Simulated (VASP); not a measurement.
A run of VASP 6.6.1 is set up as follows.

Contents of INCAR:

```
SYSTEM = TaN
PREC = Accurate ; ENCUT = 520
EDIFF = 1E-7 ; ISMEAR = -1
SIGMA = 0.05 ; LREAL = .False.
LASPH = .True. ; NELM = 150
ALGO = Normal ; ISIF = 2
LWAVE = .False. ; LCHARG = .True.
LMAXMIX = 4 ; LDAU = .True.
LDAUTYPE = 2 ; LDAUL = 2 -1
LDAUU = 6 0 ; LDAUJ = 0 0
LDAUPRINT = 1 ; GGA = PS
LELF = .True. ; LVHAR = .True.
NBANDS = 15
```

The input KPOINTS:

```
Automatic mesh
0
Gamma
  10 10 9
  0 0 0
```

File POSCAR:

```
TaN
1.0
    2.9380000000      0.0000000000      0.0000000000
   -1.4690000000      2.5443826363      0.0000000000
    0.0000000000      0.0000000000      2.8830000000
Ta N
1 1
Direct
    0.0000000000      0.0000000000      0.5000000000
    0.6666666667      0.3333333333      0.0000000000
```

Potentials or basis: VASP PAW PBE potentials, release 64 (Ta_pv, N).

Command:

```console
$ cat potpaw_PBE.64/Ta_pv/POTCAR potpaw_PBE.64/N/POTCAR > POTCAR
$ mpirun -np 1 vasp_std > vasp.out
```

**Question.** Predict the band gap on the k mesh.

**Answer.** Zero (bands 8 and 9 overlap by 0.35 eV).

**Question.** Predict the pressure.

**Answer.** 15.9 GPa.

Eigenvalues of the final occupation matrices:
```
    site  spin  trace               eigenvalues
site 1 d     1   1.14  0.17 0.17 0.25 0.25 0.30
site 1 d     2   1.14  0.17 0.17 0.25 0.25 0.30
```

Caveat: the cell stands under pressure; the PAW data sets were made with another functional, which shifts forces and pressure a little; spin-orbit coupling is left out, which moves the levels of the heavy elements; U without spin polarisation on a metal has little footing.
